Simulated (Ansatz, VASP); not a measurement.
## ReSb: VASP beside Ansatz

The input INCAR:

```
ALGO = Normal
EDIFF = 1E-6
ENCUT = 520
GGA = PE
ISIF = 2
ISMEAR = -1
LASPH = True
LCHARG = False
LREAL = False
LWAVE = False
NBANDS = 13
NELM = 100
PREC = Accurate
SIGMA = 0.08
```

File KPOINTS:

```
k-points
0
Gamma
  12 12 12
```

POSCAR

```
ReSb
1.0
    0.0000000000      2.6497588883      2.6497588883
    2.6497588883      0.0000000000      2.6497588883
    2.6497588883      2.6497588883      0.0000000000
Re Sb
1 1
Direct
    0.0000000000      0.0000000000      0.0000000000
    0.2500000000      0.2500000000      0.2500000000
```

Input for Ansatz:

```yaml
crystal:
  lattice:
    - [0.0, 2.6497588883, 2.6497588883]
    - [2.6497588883, 0.0, 2.6497588883]
    - [2.6497588883, 2.6497588883, 0.0]
  atoms:
    - { symbol: Re, position: [0.0, 0.0, 0.0] }
    - { symbol: Sb, position: [0.25, 0.25, 0.25] }
kpoints:
  mp_grid: { grid: [12, 12, 12] }
  band_path:
    path:
      - [0.0, 0.0, 0.0]
      - [-0.5, -0.5, 0.0]
      - [-0.375, -0.375, 0.25]
      - [-0.375, 0.0, 0.375]
      - [0.0, 0.0, 0.0]
      - [0.0, 0.0, 0.5]
      - [-0.5, -0.25, 0.25]
      - [-0.5, -0.5, 0.0]
    npoints: 8
scf:
  occupations: { method: fermi_dirac, width: 0.08 }
hamiltonian:
  xc: pbe
  pseudopotentials: { kind: all_electron, lapw: { basis_error: 0.001 } }
output:
  forces: true
  stress: true
  eigenvalues: true
  populations: true
  dos: { projected: true, de: 0.2, e_range: [-14, 8] }
```

Change from the starting cell: volume scaled by 0.68, LAPW.

Alike in both runs: task single point; functional PBE; k mesh 12 × 12 × 12; occupations fermi-dirac, width 0.08 eV; no spin polarisation.

```csv
,VASP,Ansatz
version,VASP 6.6.1,Ansatz 0.2.0
potentials or method,"VASP PAW PBE potentials, release 64 (Re, Sb), cutoff 520 eV","all-electron LAPW, scalar-relativistic"
```

VASP gave:

```
pressure (GPa) : 86.5
```

Q: Estimate Ansatz's values.

A: Pressure (GPa): 87.6.

Both programs put the cell under a high pressure, so it lies far from rest at this level. Ansatz ran all-electron here, and VASP with PAW potentials.

Spin-orbit coupling is off throughout. Noted on VASP's run: the cell as given lies far from equilibrium.
